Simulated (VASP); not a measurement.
F: single point with LDA

F:

```
F
1.0
     0.00000    1.46581    1.46581
     1.46581    0.00000    1.46581
     1.46581    1.46581    0.00000
F
1
Direct
  0.00000 0.00000 0.00000
```

This cell differs from its parent crystal: volume scaled by 0.75.

- Program: VASP 6.6.1
- Task: single point
- Functional: LDA
- Potentials or basis: VASP PAW LDA potentials, release 64 (F)
- Cutoff: 520 eV
- k mesh: 17 × 17 × 17
- Occupations: fermi-dirac, width 0.05 eV
- Spin: no spin polarisation

* Pressure: 60.2 GPa

Levels at points of the mesh, in eV from the Fermi level:
| k point | band 2 | band 3 | band 4 | band 5 | band 6 | band 7 |
| --- | --- | --- | --- | --- | --- | --- |
| (0.00, 0.00, 0.00) | 1.13 | 1.13 | 1.13 | 19.43 | 40.98 | 40.98 |

Run time: 2.1 s on 1 thread of Intel(R) Xeon(R) 6975P-C (Granite Rapids), with other jobs on the host, peak memory 0.11 GiB.

Caveat: an odd number of electrons without spin polarisation forces a metal; a magnetic or distorted state may lie lower.
